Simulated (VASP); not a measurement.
Write the native input for VASP 6.6.1 that does the following.

| Quantity | Value |
| --- | --- |
| Task | single point |
| Functional | PBEsol |
| Potentials or basis | VASP PAW PBE potentials, release 64 (K_sv, Cl) |
| Cutoff | 520 eV |
| k mesh | 7 × 7 × 7 |
| Occupations | fermi-dirac, width 0.01 eV |
| Spin | no spin polarisation |
| Dipole correction | no |
| Further INCAR settings | ALGO = Normal; EDIFF = 1e-06; NBANDS = 15 |

The structure of KCl lies in POSCAR:

```
KCl
1.0
    3.6340000000      0.0363400000      0.0363400000
    0.0363400000      3.6340000000      0.0363400000
    0.0363400000      0.0363400000      3.6340000000
K Cl
1 1
Direct
    0.0000000000      0.0000000000      0.0000000000
    0.5000000000      0.5000000000      0.5000000000
```

This cell differs from its parent crystal: equal xy, yz and zx shear strains of +2 %.

One way to write it, as run:

INCAR

```
PREC = Accurate
ENCUT = 520
EDIFF = 1E-6
ISMEAR = -1
SIGMA = 0.01
LREAL = False
LASPH = True
NELM = 100
ALGO = Normal
ISIF = 2
LWAVE = False
LCHARG = True
GGA = PS
LELF = True
LVHAR = True
NBANDS = 15
```

KPOINTS

```
regular mesh
0
Gamma
  7 7 7
```

Potentials or basis: VASP PAW PBE potentials, release 64 (K_sv, Cl).

Command:

```bash
$ cat potpaw_PBE.64/K_sv/POTCAR potpaw_PBE.64/Cl/POTCAR > POTCAR
$ mpirun -np 1 vasp_std > vasp.out
```

Results of the run:

The pressure is 2.4 GPa and the band gap on the k mesh is 5.40 eV, indirect (least direct gap 5.58 eV).

Caveat: the cell differs from its parent crystal (equal xy, yz and zx shear strains of +2 %); the PAW data sets were made with another functional, which shifts forces and pressure a little.

Wall time 46 s on 1 thread of Intel(R) Xeon(R) Platinum 8259CL CPU @ 2.50GHz (Skylake/Cascade Lake), on a shared host, peak memory 0.17 GiB.
